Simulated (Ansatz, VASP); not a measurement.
## One calculation of TaPb, two programs

```
Ta Pb
1.0
     3.46878    0.00000    0.00000
     0.00000    3.46878    0.00000
     0.00000    0.00000    3.53125
Ta Pb
1 1
Direct
  0.50000 0.50000 0.50000
  0.00000 0.00000 0.00000
```

Alike in both runs: functional PBE; k mesh 16 × 16 × 14; occupations gaussian, width 0.1 eV; no spin polarisation.

Ansatz relaxed the structure, and its values are those at the end. VASP's run is a single point on that final structure, the one shown.

```csv
,VASP,Ansatz
version,VASP 6.6.1,Ansatz 0.2.0
potentials or method,"VASP PAW PBE potentials, release 64 (Ta_pv, Pb_d), cutoff 520 eV","scalar-relativistic, plane waves, PAW"
valence electrons in the cell,25,27
```

|  | VASP | Ansatz | Ansatz less VASP |
| --- | --- | --- | --- |
| gap on the k mesh at the Fermi level (eV) | none | none | - |
| pressure (GPa) | 0.0 | 0.0 | -0.01 |

A gap of «none» marks a metal or a gap that the smearing closes. The functional is the same, so the differences come from potentials, cutoffs and numerics. VASP's potentials hold 25 valence electrons a cell and Ansatz's 27, so a difference there can come from the potentials and not from the codes.

Spin-orbit coupling is off throughout.
